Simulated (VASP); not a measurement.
# PbS (Galena) (Fm-3m) in VASP: notebook, part 2 of 3

VASP 6.6.1. The steps go on from the part before.

### Step 4. Phonons, r2SCAN

Input file INCAR:

```
  PREC = Accurate
  ENCUT = 520
  EDIFF = 1E-8
  ISMEAR = 0
  SIGMA = 0.01
  LREAL = F
  LASPH = T
  NELM = 80
  ALGO = Normal
  ISIF = 2
  LWAVE = F
  LCHARG = F
  METAGGA = R2SCAN
  LMIXTAU = T
  NBANDS = 17
  IBRION = 6
  NFREE = 2
  POTIM = 0.015
  NSW = 1
```

Input file KPOINTS:

```
Automatic mesh
0
Gamma
  8 8 8
```

Input file POSCAR:

```
PbS
1.0
    0.0000000000      2.9657500000      2.9657500000
    2.9657500000      0.0000000000      2.9657500000
    2.9657500000      2.9657500000      0.0000000000
Pb S
1 1
Direct
    0.0000000000      0.0000000000      0.0000000000
    0.5000000000      0.5000000000      0.5000000000
```

Potentials or basis: VASP PAW PBE potentials, release 64 (Pb_d, S).

The run is started by

```sh
cat potpaw_PBE.64/Pb_d/POTCAR potpaw_PBE.64/S/POTCAR > POTCAR
mpirun -np 1 vasp_std > vasp.out
```

OUTCAR:

```text
PREC = Accurate
   ENCUT = 520
   EDIFF = 1E-8
   ISMEAR = 0
   LREAL = F
   LASPH = T
   NELM = 80
   ISIF = 2
   METAGGA = R2SCAN
   IBRION = 6
   NFREE = 2
   POTIM = 0.015
   NSW = 1

 ion  position               nearest neighbor table
   1  0.000  0.000  0.000-   2 2.97   2 2.97   2 2.97   2 2.97   2 2.97   2 2.97
   2  0.500  0.500  0.500-   1 2.97   1 2.97   1 2.97   1 2.97   1 2.97   1 2.97

  LATTYP: Found a face centered cubic cell.
 ALAT       =     5.9315000000

  Lattice vectors:

 A1 = (   0.0000000000,   2.9657500000,   2.9657500000)
 A2 = (   2.9657500000,   0.0000000000,   2.9657500000)
 A3 = (   2.9657500000,   2.9657500000,   0.0000000000)

Analysis of symmetry for initial positions (statically):
=====================================================================
 Subroutine PRICEL returns:
 Original cell was already a primitive cell.

 Routine SETGRP: Setting up the symmetry group for a
 face centered cubic supercell.

 Subroutine GETGRP returns: Found 48 space group operations
[... 9 lines left out ...]

 Routine SETGRP: Setting up the symmetry group for a
 face centered cubic supercell.

 Subroutine GETGRP returns: Found 48 space group operations
[... 11 lines left out ...]
                                     Primitive cell

  volume of cell :      52.1715

  direct lattice vectors                    reciprocal lattice vectors
     0.000000000  2.965750000  2.965750000    -0.168591419  0.168591419  0.168591419
     2.965750000  0.000000000  2.965750000     0.168591419 -0.168591419  0.168591419
     2.965750000  2.965750000  0.000000000     0.168591419  0.168591419 -0.168591419

  length of vectors
     4.194203873  4.194203873  4.194203873     0.292008903  0.292008903  0.292008903

  position of ions in fractional coordinates (direct lattice)
     0.000000000  0.000000000  0.000000000
     0.500000000  0.500000000  0.500000000

  ion indices of the primitive-cell ions
   primitive index   ion index
                 1           1
                 2           2

----------------------------------------------------------------------------------------

 KPOINTS: Automatic mesh

Automatic generation of k-mesh.
 Grid dimensions read from file:
 generate k-points for:    8    8    8

 Generating k-lattice:

  Cartesian coordinates                     Fractional coordinates (reciprocal lattice)
    -0.021073927  0.021073927  0.021073927     0.125000000  0.000000000  0.000000000
     0.021073927 -0.021073927  0.021073927     0.000000000  0.125000000  0.000000000
     0.021073927  0.021073927 -0.021073927     0.000000000  0.000000000  0.125000000

  Length of vectors
     0.036501113  0.036501113  0.036501113

  Shift w.r.t. Gamma in fractional coordinates (k-lattice)
     0.000000000  0.000000000  0.000000000
[... 75 lines left out ...]
   LORBIT       =      0    0 simple, 1 ext, 2 COOP (PROOUT), +10 PAW based schemes
   METAGGA = R2SCAN    functional components
   LHFCALC =     F    Hartree Fock is set to
   AEXX    =    0.0000 exact exchange contribution
   IVDW    =     0    specifies the selected vdW correction
   LEPSILON=     F    determine dielectric tensor
   LRPA    =     F    only Hartree local field effects (RPA)
 finite differences with symmetry
 non-spin polarized calculation
 Gauss-broadening in eV      SIGMA  =   0.01
  energy-cutoff  :      520.00
  volume of cell :       52.17
 maximum number of plane-waves:      1424
   NGX = 15   NGY = 15   NGZ = 15

--------------------------------------- Ionic step        1  -------------------------------------------

 number of electron      19.9999998 magnetization

 Free energy of the ion-electron system (eV)
  ---------------------------------------------------
  ext. energy  EPLUGINS =         0.00000000
  ---------------------------------------------------
  free energy    TOTEN  =       -65.60728757 eV

  energy without entropy =      -65.60728757  energy(sigma->0) =      -65.60728757

------------------------ aborting loop because EDIFF is reached ----------------------------------------

  FORCE on cell =-STRESS in cart. coord.  units (eV):
  Direction    XX          YY          ZZ          XY          YZ          ZX
  --------------------------------------------------------------------------------------
  -------------------------------------------------------------------------------------
  Total        0.4210393      0.4210393      0.4210393      0.0000000      0.0000000     -0.0000000
  in kB       12.9300323     12.9300323     12.9300323      0.0000000      0.0000000     -0.0000000
  external PRESSURE =      12.9300323 kB  Pullay stress =       0.0000000 kB
[... 131 lines left out ...]
--------------------------------------- Ionic step        5  -------------------------------------------

 number of electron      19.9999998 magnetization

 Free energy of the ion-electron system (eV)
  ---------------------------------------------------
  ext. energy  EPLUGINS =         0.00000000
  ---------------------------------------------------
  free energy    TOTEN  =       -65.60724148 eV

  energy without entropy =      -65.60724148  energy(sigma->0) =      -65.60724148

 E-fermi :   5.8209     XC(G=0): -10.2553

 val. band max:        5.7091693510   @ k =   0.5000   0.0000   0.0000
 cond. band min:       6.3319438180   @ k =   0.5000   0.0000   0.0000
 fundamental gap:      0.6227744670
 Fermi energy:         5.8208683957

 k-point     1 :       0.0000    0.0000    0.0000
  band No.  band energies     occupation
      1     -11.7495      2.00000
      2     -11.7494      2.00000
      3     -11.7494      2.00000
      4     -11.7337      2.00000
      5     -11.7337      2.00000
      6      -8.5137      2.00000
[... 457 lines left out ...]
      4     -11.7207      2.00000
      5     -11.6995      2.00000
      6      -7.0217      2.00000
[... 9 lines left out ...]
     16      17.1369      0.00000
     17      17.5136      0.00000

 [... further k-points ...]

------------------------ aborting loop because EDIFF is reached ----------------------------------------

  FORCE on cell =-STRESS in cart. coord.  units (eV):
  Direction    XX          YY          ZZ          XY          YZ          ZX
  --------------------------------------------------------------------------------------
  -------------------------------------------------------------------------------------
  Total        0.4241525      0.4212619      0.4212619      0.0000000      0.0000000     -0.0000000
  in kB       13.0256392     12.9368667     12.9368667      0.0000000      0.0000000     -0.0000000
  external PRESSURE =      12.9664575 kB  Pullay stress =       0.0000000 kB
[... 17 lines left out ...]
  FREE ENERGIE OF THE ION-ELECTRON SYSTEM (eV)
  ---------------------------------------------------
  free  energy   TOTEN  =       -65.6072414846 eV

  energy  without entropy=      -65.6072414846  energy(sigma->0) =      -65.60724148

 INTERNAL STRAIN TENSORS FROM DISPLACED ATOMS
 ============================================

 INTERNAL STRAIN TENSOR FOR ION    1 for displacements in x,y,z  (eV/Angst):
          X           Y           Z          XY          YZ          ZX
  --------------------------------------------------------------------------------
  x     0.00000     0.00000     0.00000     0.00000     0.00000     0.00000
  y     0.00000     0.00000     0.00000     0.00000     0.00000     0.00000
  z     0.00000     0.00000     0.00000     0.00000     0.00000     0.00000

 INTERNAL STRAIN TENSOR FOR ION    2 for displacements in x,y,z  (eV/Angst):
          X           Y           Z          XY          YZ          ZX
  --------------------------------------------------------------------------------
  x     0.00000     0.00000     0.00000     0.00000     0.00000     0.00000
  y     0.00000     0.00000     0.00000     0.00000     0.00000     0.00000
  z     0.00000     0.00000     0.00000     0.00000     0.00000     0.00000

 Eigenvectors and eigenvalues of the dynamical matrix
 ----------------------------------------------------

   1 f  =    1.889279 THz    11.870689 2PiTHz   63.019557 cm-1     7.813426 meV
             X         Y         Z           dx          dy          dz
      0.000000  0.000000  0.000000     0.327128    0.168376    0.000000
      2.965750  2.965750  2.965750    -0.826769   -0.425547    0.000000
[... 21 lines left out ...]
   6 f/i=    0.003721 THz     0.023378 2PiTHz    0.124112 cm-1     0.015388 meV
             X         Y         Z           dx          dy          dz
      0.000000  0.000000  0.000000     0.001221   -0.135605    0.919917
      2.965750  2.965750  2.965750     0.000483   -0.053655    0.363983

 ELASTIC MODULI CONTR FROM IONIC RELAXATION (kBar)
 Direction    XX          YY          ZZ          XY          YZ          ZX
 --------------------------------------------------------------------------------
 XX           0.0000      0.0000      0.0000      0.0000      0.0000      0.0000
 YY           0.0000      0.0000      0.0000      0.0000      0.0000      0.0000
 ZZ           0.0000      0.0000      0.0000      0.0000      0.0000      0.0000
 XY           0.0000      0.0000      0.0000      0.0000      0.0000      0.0000
 YZ           0.0000      0.0000      0.0000      0.0000      0.0000      0.0000
 ZX           0.0000      0.0000      0.0000      0.0000      0.0000      0.0000
 --------------------------------------------------------------------------------
```

OSZICAR:

```text
N       E                     dE             d eps       ncg     rms          rms(c)
DAV:   1     0.101054731447E+03    0.10105E+03   -0.99713E+03   986   0.127E+03
DAV:   2    -0.582306666696E+02   -0.15929E+03   -0.15411E+03  1040   0.320E+02
DAV:   3    -0.703900800523E+02   -0.12159E+02   -0.12049E+02  1298   0.927E+01
[... 74 lines left out ...]
DAV:   8    -0.656072397170E+02   -0.90659E-05   -0.68810E-06  2095   0.194E-02    0.215E-03
DAV:   9    -0.656072415048E+02   -0.17878E-05   -0.16014E-06  2368   0.955E-03    0.330E-03
DAV:  10    -0.656072415011E+02    0.37821E-08   -0.21161E-07  2547   0.271E-03    0.337E-03
DAV:  11    -0.656072415132E+02   -0.12103E-07   -0.40029E-09  1658   0.483E-04    0.322E-03
DAV:  12    -0.656072414894E+02    0.23804E-07   -0.75070E-09  1584   0.650E-04    0.324E-03
DAV:  13    -0.656072414846E+02    0.47712E-08   -0.12643E-08  1561   0.638E-04
   5 F= -.65607241E+02 E0= -.65607241E+02  d E =-.287539E-58
```

stdout:

```text
POSCAR found type information on POSCAR PbS
 POSCAR found :  2 types and       2 ions
 scaLAPACK will be used
 -----------------------------------------------------------------------------
|                                                                             |
|                                                                             |
|     You enforced a specific xc type in the INCAR file but a different       |
|     I HOPE YOU KNOW WHAT YOU ARE DOING!                                     |
|                                                                             |
 -----------------------------------------------------------------------------

 LDA part: xc-table for (None), standard interpolation
 POSCAR, INCAR and KPOINTS ok, starting setup
 FFT: planning ... GRIDC
 FFT: planning ... GRID_SOFT
 FFT: planning ... GRID
 WAVECAR not read
 entering main loop
 Found     2 degrees of freedom:
 Finite differences POTIM= 0.01500 DOF=   2
 bond charge predicted
 Finite differences progress:
 bond charge predicted
 Finite differences progress:
 bond charge predicted
 Finite differences progress:
 bond charge predicted
 Finite differences progress:
```

It took 3.9 min on 1 thread of Intel Xeon 6975P-C (Granite Rapids), shared host; peak memory 0.25 GiB.

Results:

```yaml
Highest_phonon_frequency_at_Γ_LO-TO_splitting_left_out: 63 cm⁻¹
```

Phonon frequencies in cm⁻¹ (negative: imaginary):
```csv
q point,frequencies
"(0.000, 0.000, 0.000)",0 0 0 63 63 63
```

Caveat: the cell wasn't relaxed at this level first, which shifts response properties; the PAW data sets were made with another functional, which shifts forces and pressure a little; spin-orbit coupling is left out, which moves the levels of the heavy elements.

### Step 5. Vibrations by perturbation theory, LDA

Input file INCAR:

```
  ALGO = Normal
  EDIFF = 1E-8
  ENCUT = 520
  IBRION = 8
  ISIF = 2
  ISMEAR = -1
  LASPH = True
  LCHARG = False
  LREAL = False
  LWAVE = False
  NBANDS = 17
  NELM = 80
  NSW = 1
  PREC = Accurate
  SIGMA = 0.05
```

Input file KPOINTS:

```
k-points
0
Gamma
  6 6 6
```

POSCAR is that of step 4.

Potentials or basis: VASP PAW LDA potentials, release 64 (Pb_d, S).

The run is started by

```sh
cat potpaw_LDA.64/Pb_d/POTCAR potpaw_LDA.64/S/POTCAR > POTCAR
mpirun -np 1 vasp_std > vasp.out
```

OUTCAR:

```text
EDIFF = 1E-8
   ENCUT = 520
   IBRION = 8
   ISIF = 2
   ISMEAR = -1
   LASPH = True
   LREAL = False
   NELM = 80
   NSW = 1
   PREC = Accurate

 ion  position               nearest neighbor table
   1  0.000  0.000  0.000-   2 2.97   2 2.97   2 2.97   2 2.97   2 2.97   2 2.97
   2  0.500  0.500  0.500-   1 2.97   1 2.97   1 2.97   1 2.97   1 2.97   1 2.97

  LATTYP: Found a face centered cubic cell.
 ALAT       =     5.9315000000

  Lattice vectors:

 A1 = (   0.0000000000,   2.9657500000,   2.9657500000)
 A2 = (   2.9657500000,   0.0000000000,   2.9657500000)
 A3 = (   2.9657500000,   2.9657500000,   0.0000000000)

Analysis of symmetry for initial positions (statically):
=====================================================================
 Subroutine PRICEL returns:
 Original cell was already a primitive cell.

 Routine SETGRP: Setting up the symmetry group for a
 face centered cubic supercell.

 Subroutine GETGRP returns: Found 48 space group operations
[... 9 lines left out ...]

 Routine SETGRP: Setting up the symmetry group for a
 face centered cubic supercell.

 Subroutine GETGRP returns: Found 48 space group operations
[... 11 lines left out ...]
                                     Primitive cell

  volume of cell :      52.1715

  direct lattice vectors                    reciprocal lattice vectors
     0.000000000  2.965750000  2.965750000    -0.168591419  0.168591419  0.168591419
     2.965750000  0.000000000  2.965750000     0.168591419 -0.168591419  0.168591419
     2.965750000  2.965750000  0.000000000     0.168591419  0.168591419 -0.168591419

  length of vectors
     4.194203873  4.194203873  4.194203873     0.292008903  0.292008903  0.292008903

[... 470 lines left out ...]
 -----------------------------------------------------------------------------------
    total drift:                                0.000000     -0.000000     -0.000000

  FREE ENERGIE OF THE ION-ELECTRON SYSTEM (eV)
  ---------------------------------------------------
  free  energy   TOTEN  =        -9.9846228349 eV

  energy  without entropy=       -9.9833446132  energy(sigma->0) =       -9.98398372

[... ionic steps 2 to 3 ...]

--------------------------------------- Ionic step        4  -------------------------------------------

------------------------ aborting loop because EDIFF is reached ----------------------------------------

[... ionic steps 5 to 6 ...]

--------------------------------------- Ionic step        7  -------------------------------------------

 Free energy of the ion-electron system (eV)
  ---------------------------------------------------
  ---------------------------------------------------
  free energy    TOTEN  =        -0.10671233 eV

  energy without entropy =       -0.10671233

------------------------ aborting loop because EDIFF is reached ----------------------------------------

 INTERNAL STRAIN TENSOR  FOR ION    2  DIRECTION 1   (eV/Angst):
 -----------------------------------------------------------------------------
    -0.00659  0.00000  0.00000
     0.00000  0.00847 -0.00000
     0.00000 -0.00000  0.00847

 INTERNAL STRAIN TENSOR FOR ION    2 for displacements in x,y,z  (eV/Angst):
          X           Y           Z          XY          YZ          ZX
  --------------------------------------------------------------------------------
  x     0.00000     0.00000     0.00000     0.00000     0.00000     0.00000
  y     0.00000     0.00000     0.00000     0.00000     0.00000     0.00000
  z     0.00000     0.00000     0.00000     0.00000     0.00000     0.00000

 SECOND DERIVATIVES (NOT SYMMETRIZED)
 ------------------------------------
               1X          1Y          1Z          2X          2Y          2Z
  1X     0.197216    0.000000    0.000000   -0.197216    0.000000    0.000000
  1Y     0.000000    0.197216    0.000000    0.000000   -0.197216    0.000000
  1Z     0.000000    0.000000    0.197216    0.000000    0.000000   -0.197216
  2X    -0.194649    0.000000    0.000000    0.194649    0.000000    0.000000
  2Y     0.000000   -0.194649    0.000000    0.000000    0.194649    0.000000
  2Z     0.000000    0.000000   -0.194649    0.000000    0.000000    0.194649

 Eigenvectors and eigenvalues of the dynamical matrix
 ----------------------------------------------------

   1 f  =    0.002937 THz     0.018455 2PiTHz    0.097972 cm-1     0.012147 meV
             X         Y         Z           dx          dy          dz
      0.000000  0.000000  0.000000    -0.929758    0.000000    0.000000
      2.965750  2.965750  2.965750    -0.368170    0.000000    0.000000
[... 21 lines left out ...]
   6 f/i=    1.310041 THz     8.231229 2PiTHz   43.698255 cm-1     5.417891 meV
             X         Y         Z           dx          dy          dz
      0.000000  0.000000  0.000000    -0.368170    0.000000    0.000000
      2.965750  2.965750  2.965750     0.929758    0.000000    0.000000

--------------------------------------------------------------------------------------------------------

 ELASTIC MODULI CONTR FROM IONIC RELAXATION (kBar)
 Direction    XX          YY          ZZ          XY          YZ          ZX
 --------------------------------------------------------------------------------
 XX           0.0000      0.0000      0.0000      0.0000      0.0000      0.0000
 YY           0.0000      0.0000      0.0000      0.0000      0.0000      0.0000
 ZZ           0.0000      0.0000      0.0000      0.0000      0.0000      0.0000
 XY           0.0000      0.0000      0.0000      0.0000      0.0000      0.0000
 YZ           0.0000      0.0000      0.0000      0.0000      0.0000      0.0000
 ZX           0.0000      0.0000      0.0000      0.0000      0.0000      0.0000
 --------------------------------------------------------------------------------
```

OSZICAR:

```text
N       E                     dE             d eps       ncg     rms          rms(c)
DAV:   1     0.156909104991E+03    0.15691E+03   -0.97979E+03   544   0.122E+03
DAV:   2     0.109902627795E+01   -0.15581E+03   -0.15079E+03   611   0.314E+02
[... 42 lines left out ...]
RMM:   7    -0.106716725545E+00   -0.11381E-04   -0.25266E-07  1838   0.356E-03    0.119E-03
RMM:   8    -0.106712973929E+00    0.37516E-05   -0.32868E-08  1921   0.134E-03    0.576E-04
RMM:   9    -0.106712485062E+00    0.48887E-06   -0.52130E-09  1984   0.617E-04    0.633E-05
RMM:  10    -0.106712445781E+00    0.39281E-07    0.33002E-09  2063   0.344E-04    0.161E-05
RMM:  11    -0.106712358822E+00    0.86959E-07    0.49970E-10  2077   0.233E-04    0.236E-06
RMM:  12    -0.106712326370E+00    0.32453E-07    0.20578E-08  2112   0.191E-04    0.111E-06
RMM:  13    -0.106712333246E+00   -0.68762E-08   -0.95407E-08  1908   0.179E-04    0.594E-07
 Linear response finished
```

Run time: 37 s. Hardware: 1 thread of Intel Xeon 6975P-C (Granite Rapids), shared host; peak memory 0.22 GiB.

What came out:

* Highest phonon frequency at Γ, LO-TO splitting left out: 0 cm⁻¹
* Most unstable mode: 44i cm⁻¹

Phonon frequencies in cm⁻¹ (negative: imaginary):
```tsv
q point	frequencies
(0.000, 0.000, 0.000)	-44 -44 -44 0 0 0
```

Caveat: the cell wasn't relaxed at this level first, which shifts response properties; some modes are imaginary; spin-orbit coupling is left out, which moves the levels of the heavy elements.

(Part 2 of 3 ends here.)
